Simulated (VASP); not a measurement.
# Li4TaO (Cmmm) in VASP: notebook, part 2 of 3

VASP 6.6.1.

## 3. Single point, PBE, collinear spin

This run uses another cell than the first one, of 12.61 Å³/atom.

INCAR reads:

```
SYSTEM = Li4TaO
ALGO = Normal ; EDIFF = 1E-6
ENCUT = 520 ; GGA = PE
ISIF = 2 ; ISMEAR = 0
ISPIN = 2 ; LASPH = .TRUE.
LCHARG = .FALSE. ; LMAXMIX = 4
LORBIT = 11 ; LREAL = .FALSE.
LWAVE = .FALSE. ; MAGMOM = 0 0 0 0 1 0
NBANDS = 28 ; NELM = 150
PREC = Accurate ; SIGMA = 0.1
```

KPOINTS reads:

```
k-points
0
G
  4 4 4
  0 0 0
```

POSCAR reads:

```
Li4TaO
1.0
    1.4987770587     -5.6110293526      0.0000000000
    1.4987770587      5.6110293526      0.0000000000
    0.0000000000      0.0000000000      4.4995495741
Li Ta O
4 1 1
Direct
    0.3740069681      0.6259930319      0.0000000000
    0.6259930319      0.3740069681      0.0000000000
    0.5000000000      0.0000000000      0.5000000000
    0.0000000000      0.5000000000      0.5000000000
    0.5000000000      0.5000000000      0.5000000000
    0.0000000000      0.0000000000      0.0000000000
```

Potentials or basis: VASP PAW PBE potentials, release 64 (Li_sv, Ta_pv, O).

Launch:

```sh
$ cat potpaw_PBE.64/Li_sv/POTCAR potpaw_PBE.64/Ta_pv/POTCAR potpaw_PBE.64/O/POTCAR > POTCAR
$ mpirun -np 1 vasp_std > vasp.out
```

OUTCAR:

```text
SYSTEM = Li4TaO
   EDIFF = 1E-6
   ENCUT = 520
   GGA = PE
   ISIF = 2
   ISMEAR = 0
   ISPIN = 2
   LASPH = .TRUE.
   LORBIT = 11
   LREAL = .FALSE.
   NELM = 150
   PREC = Accurate

 ion  position               nearest neighbor table
   1  0.374  0.626  0.000-   6 2.06   6 2.06   5 2.66   5 2.66
   2  0.626  0.374  0.000-   6 2.06   6 2.06   5 2.66   5 2.66
   3  0.500  0.000  0.500-   4 1.50   4 1.50   5 2.90   5 2.90
   4  0.000  0.500  0.500-   3 1.50   3 1.50   5 2.90   5 2.90
   5  0.500  0.500  0.500-   1 2.66   2 2.66   1 2.66   2 2.66   6 2.70   6 2.70   6 2.70   6 2.70
                             3 2.90   4 2.90   3 2.90   4 2.90
   6  0.000  0.000  0.000-   2 2.06   1 2.06   2 2.06   1 2.06   5 2.70   5 2.70   5 2.70   5 2.70

  LATTYP: Found a base centered orthorhombic cell.
 ALAT       =     2.9975541174
 B/A-ratio  =     3.7437384833
 C/A-ratio  =     1.5010736747

  Lattice vectors:

 A1 = (   1.4987770587,  -5.6110293526,   0.0000000000)
 A2 = (   1.4987770587,   5.6110293526,   0.0000000000)
 A3 = (   0.0000000000,   0.0000000000,   4.4995495741)

Analysis of symmetry for initial positions (statically):
=====================================================================
 Subroutine PRICEL returns:
 Original cell was already a primitive cell.

 Routine SETGRP: Setting up the symmetry group for a
 base centered orthorhombic supercell.

 Subroutine GETGRP returns: Found  8 space group operations
 (whereof  8 operations were pure point group operations)
 out of a pool of  8 trial point group operations.

The static configuration has the point symmetry D_2h.

Analysis of symmetry for dynamics (positions and initial velocities):
=====================================================================
 Subroutine PRICEL returns:
 Original cell was already a primitive cell.

 Routine SETGRP: Setting up the symmetry group for a
 base centered orthorhombic supercell.

 Subroutine GETGRP returns: Found  8 space group operations
 (whereof  8 operations were pure point group operations)
 out of a pool of  8 trial point group operations.

The dynamic configuration has the point symmetry D_2h.

Analysis of structural, dynamic, and magnetic symmetry:
=====================================================================
 Subroutine PRICEL returns:
 Original cell was already a primitive cell.

 Routine SETGRP: Setting up the symmetry group for a
 base centered orthorhombic supercell.

 Subroutine GETGRP returns: Found  8 space group operations
 (whereof  8 operations were pure point group operations)
 out of a pool of  8 trial point group operations.

The overall configuration has the point symmetry D_2h.

 Subroutine INISYM returns: Found  8 space group operations
 (whereof  8 operations are pure point group operations),
 and found     1 'primitive' translations

----------------------------------------------------------------------------------------

                                     Primitive cell

  volume of cell :      75.6796

  direct lattice vectors                    reciprocal lattice vectors
     1.498777059 -5.611029353  0.000000000     0.333605320 -0.089110209  0.000000000
     1.498777059  5.611029353  0.000000000     0.333605320  0.089110209  0.000000000
     0.000000000  0.000000000  4.499549574     0.000000000  0.000000000  0.222244468

[... 93 lines left out ...]
   ISIF   =      2    stress and relaxation
   ISYM   =      2    0-nonsym 1-usesym 2-fastsym
   POTIM  = 0.5000    time-step for ionic-motion
   TEBEG  =    0.0;   TEEND  =   0.0 temperature during run
   PSTRESS=    0.0 pullay stress
   NELECT =      29.0000    total number of electrons
   NUPDOWN=      -1.0000    fix difference up-down
   EMIN   =  10.00;   EMAX   =-10.00  energy-range for DOS
   EFERMI =   0.00;   METHOD = LEGACY
   ISMEAR =     0;   SIGMA  =   0.10  broadening in eV -4-tet -1-fermi 0-gaus
   EFERMI_NEDOS =   21; number of points for ismear=-14 and -15
   IALGO  =     38    algorithm
   IMIX   =      4    mixing-type and parameters
     AMIX     =   0.40;   BMIX     =  1.00
     AMIX_MAG =   1.60;   BMIX_MAG =  1.00
  volume/ion in A,a.u.               =      12.61        85.12
  Fermi-wavevector in a.u.,A,eV,Ry     =   1.189090  2.247054 19.237745  1.413934
  Thomas-Fermi vector in A             =   2.325205
   LORBIT       =     11    0 simple, 1 ext, 2 COOP (PROOUT), +10 PAW based schemes
   GGA     = PE    functional components
   LHFCALC =     F    Hartree Fock is set to
   AEXX    =    0.0000 exact exchange contribution
   IVDW    =     0    specifies the selected vdW correction
   LEPSILON=     F    determine dielectric tensor
   LRPA    =     F    only Hartree local field effects (RPA)
 spin polarized calculation
 Gauss-broadening in eV      SIGMA  =   0.10
  energy-cutoff  :      520.00
  volume of cell :       75.68
 maximum number of plane-waves:      2068
 NGX is ok and might be reduce to    48
   NGX = 21   NGY = 21   NGZ = 17

 number of electron      29.0000017 magnetization       0.8187423

 Free energy of the ion-electron system (eV)
  ---------------------------------------------------
  ext. energy  EPLUGINS =         0.00000000
  ---------------------------------------------------
  free energy    TOTEN  =       -22.09094772 eV

  energy without entropy =      -22.08518696  energy(sigma->0) =      -22.08806734

 E-fermi :   3.4347     XC(G=0):  -9.6791

 val. band max:        3.3670466937   @ k =   0.5000   0.5000   0.0000
 cond. band min:       3.4560071362   @ k =   0.5000   0.0000   0.2500
 fundamental gap:      0.0889604425
 Fermi energy:         3.4346610832

 spin component 1

 k-point     1 :       0.0000    0.0000    0.0000
  band No.  band energies     occupation
      1     -46.0813      1.00000
      2     -43.9631      1.00000
      3     -42.1381      1.00000
      4     -42.1237      1.00000
      5     -32.3184      1.00000
      6     -31.7191      1.00000
[... 598 lines left out ...]
     25      12.9084      0.00000
     26      14.2829      0.00000
 Fermi energy:         3.4346610832

 spin component 2

 k-point     1 :       0.0000    0.0000    0.0000
  band No.  band energies     occupation
      1     -46.0944      1.00000
      2     -43.9762      1.00000
      3     -42.1272      1.00000
      4     -42.1128      1.00000
      5     -31.9101      1.00000
      6     -31.3883      1.00000
[... 598 lines left out ...]
     25      12.8253      0.00000
     26      14.4509      0.00000
 [bands above 26 left out]

------------------------ aborting loop because EDIFF is reached ----------------------------------------

  FORCE on cell =-STRESS in cart. coord.  units (eV):
  Direction    XX          YY          ZZ          XY          YZ          ZX
  --------------------------------------------------------------------------------------
  -------------------------------------------------------------------------------------
  Total       -0.2076314      0.0965836      0.0187267      0.0000000      0.0000000      0.0000000
  in kB       -4.3956682      2.0447266      0.3964542      0.0000000      0.0000000      0.0000000
  external PRESSURE =      -0.6514958 kB  Pullay stress =       0.0000000 kB

 VOLUME and BASIS-vectors are now :
 -----------------------------------------------------------------------------
  energy-cutoff  :      520.00
  volume of cell :       75.68
      direct lattice vectors                 reciprocal lattice vectors
     1.498777059 -5.611029353  0.000000000     0.333605320 -0.089110209  0.000000000
     1.498777059  5.611029353  0.000000000     0.333605320  0.089110209  0.000000000
     0.000000000  0.000000000  4.499549574     0.000000000  0.000000000  0.222244468

 POSITION                                       TOTAL-FORCE (eV/Angst)
 -----------------------------------------------------------------------------------
      1.49878      1.41390      0.00000        -0.000000     -0.005104      0.000000
      1.49878     -1.41390      0.00000        -0.000000      0.005104     -0.000000
      0.74939     -2.80551      2.24977        -0.000000     -0.000000      0.000000
      0.74939      2.80551      2.24977        -0.000000     -0.000000      0.000000
      1.49878      0.00000      2.24977         0.000000     -0.000000      0.000000
      0.00000      0.00000      0.00000        -0.000000     -0.000000      0.000000
 -----------------------------------------------------------------------------------
    total drift:                               -0.000000     -0.000000     -0.000000

  FREE ENERGIE OF THE ION-ELECTRON SYSTEM (eV)
  ---------------------------------------------------
  free  energy   TOTEN  =       -22.0909477168 eV

  energy  without entropy=      -22.0851869623  energy(sigma->0) =      -22.08806734

 total charge

# of ion       s       p       d       tot
------------------------------------------
    1        2.033   0.077   0.000   2.109
    2        2.033   0.077   0.000   2.109
    3        2.055   0.138   0.000   2.193
    4        2.055   0.138   0.000   2.193
    5        0.344   6.048   2.206   8.597
    6        1.566   3.320   0.000   4.886
--------------------------------------------------
tot         10.085   9.798   2.206  22.088

 magnetization (x)

# of ion       s       p       d       tot
------------------------------------------
    1        0.002   0.003   0.000   0.005
    2        0.002   0.003   0.000   0.005
    3       -0.002  -0.006   0.000  -0.008
    4       -0.002  -0.006   0.000  -0.008
    5        0.020   0.024   0.584   0.627
    6        0.005  -0.021   0.000  -0.016
--------------------------------------------------
tot          0.025  -0.003   0.584   0.606
```

It took 84 s on 1 thread of Intel Xeon 6975P-C (Granite Rapids), shared host; peak memory 0.36 GiB.

Results:

- Free energy: -22.0909 eV
- Largest force: 0.005 eV/Å
- Net moment: 0.82 μB per cell
- Site moments: Li +0.01, -0.01 (each value once); Ta +0.63; O -0.02 μB
- Valence electrons inside the program's atomic spheres: Li 2.11, 2.19 (each value once); Ta 8.60; O 4.89

Forces on the atoms (eV/Å):
```
Li   0.000 -0.005  0.000
Li   0.000  0.005  0.000
Li   0.000  0.000  0.000
Li   0.000  0.000  0.000
Ta   0.000  0.000  0.000
O    0.000  0.000  0.000
```

Caveat: the k points lie up to 0.54 Å⁻¹ apart; the cutoff is under 1.25 times the usual one of these potentials, so pressure, stress and relaxed cells hold a basis-set (Pulay) error; atoms lie so close that the PAW spheres overlap strongly, which falsifies energies and pressures; spin-orbit coupling is left out, which moves the levels of the heavy elements.

## 4. Single point, PBE, collinear spin

This run uses another cell than the first one, of 12.27 Å³/atom.

INCAR reads:

```
SYSTEM = Li4TaO
PREC = Accurate ; ENCUT = 520
EDIFF = 1E-6 ; ISMEAR = 0
SIGMA = 0.1 ; LREAL = .False.
LASPH = .True. ; NELM = 150
ALGO = Normal ; ISIF = 2
LWAVE = .False. ; LCHARG = .True.
ISPIN = 2 ; MAGMOM = 0 0 0 0 0.59 0
LORBIT = 11 ; LMAXMIX = 4
GGA = PE ; LELF = .True.
LVHAR = .True. ; NBANDS = 28
```

KPOINTS reads:

```
regular mesh
0
Gamma
  6 6 4
  0 0 0
```

POSCAR reads:

```
Li4TaO
1.0
    1.4753892088     -5.6362568424      0.0000000000
    1.4753892088      5.6362568424      0.0000000000
    0.0000000000      0.0000000000      4.4274118372
Li Ta O
4 1 1
Direct
    0.3719758094      0.6280241906      0.0000000000
    0.6280241906      0.3719758094      0.0000000000
    0.5000000000      0.0000000000      0.5000000000
    0.0000000000      0.5000000000      0.5000000000
    0.5000000000      0.5000000000      0.5000000000
    0.0000000000      0.0000000000      0.0000000000
```

Launch:

```sh
$ cat potpaw_PBE.64/Li_sv/POTCAR potpaw_PBE.64/Ta_pv/POTCAR potpaw_PBE.64/O/POTCAR > POTCAR
$ mpirun -np 1 vasp_std > vasp.out
```

Run time: 3 min. Hardware: 1 thread of Intel Xeon 6975P-C (Granite Rapids), shared host; peak memory 0.39 GiB.

Results (log left out):

| Item | Value |
| --- | --- |
| Free energy | -22.2856 eV |
| Largest force | 0.007 eV/Å |
| Net moment | 0.09 μB per cell |
| Site moments | Li +0.00, -0.00 (each value once); Ta +0.08; O -0.00 μB |
| Valence electrons inside the program's atomic spheres | Li 2.11, 2.20 (each value once); Ta 8.62; O 4.89 |

Forces on the atoms (eV/Å):
```
Li   0.000  0.007  0.000
Li   0.000 -0.007  0.000
Li   0.000  0.000  0.000
Li   0.000  0.000  0.000
Ta   0.000  0.000  0.000
O    0.000  0.000  0.000
```

Levels at points of the mesh, in eV from the Fermi level:
Spin up:
```tsv
k point	band 11	band 12	band 13	band 14	band 15	band 16	band 17	band 18	band 19	band 20
(0.00, 0.00, 0.00)	-4.35	-3.18	-2.23	-1.05	-0.61	0.08	0.12	1.21	2.28	2.62
(0.50, 0.00, 0.00)	-4.49	-1.09	-0.92	-0.18	0.10	2.07	2.40	2.68	3.03	3.43
(0.50, 0.50, 0.00)	-4.20	-3.18	-1.97	-1.95	-1.88	0.20	2.24	2.27	2.60	3.81
(0.00, 0.00, 0.50)	-3.51	-2.67	-2.51	-1.77	-1.49	0.45	2.68	2.87	3.15	4.73
(0.50, 0.00, 0.50)	-4.05	-1.78	-1.50	-0.47	-0.05	0.49	1.48	1.79	1.96	2.64
(0.50, 0.50, 0.50)	-3.51	-2.77	-1.89	-1.78	-1.74	0.97	2.65	2.96	3.12	3.14
```
Spin down:
| k point | band 13 | band 14 | band 15 | band 16 | band 17 | band 18 |
| --- | --- | --- | --- | --- | --- | --- |
| (0.00, 0.00, 0.00) | -2.21 | -0.89 | -0.62 | 0.06 | 0.18 | 1.21 |
| (0.50, 0.00, 0.00) | -0.89 | -0.01 | 0.08 | 2.08 | 2.43 | 2.71 |
| (0.50, 0.50, 0.00) | -1.97 | -1.88 | -1.85 | 0.25 | 2.30 | 2.33 |
| (0.00, 0.00, 0.50) | -2.54 | -1.73 | -1.48 | 0.59 | 2.73 | 2.90 |
| (0.50, 0.00, 0.50) | -1.43 | -0.43 | 0.09 | 0.53 | 1.49 | 1.76 |
| (0.50, 0.50, 0.50) | -1.91 | -1.77 | -1.70 | 1.12 | 2.70 | 3.00 |

Caveat: the k points lie up to 0.37 Å⁻¹ apart; the cutoff is under 1.25 times the usual one of these potentials, so pressure, stress and relaxed cells hold a basis-set (Pulay) error; atoms lie so close that the PAW spheres overlap strongly, which falsifies energies and pressures; spin-orbit coupling is left out, which moves the levels of the heavy elements.

[end of part 2 of 3]
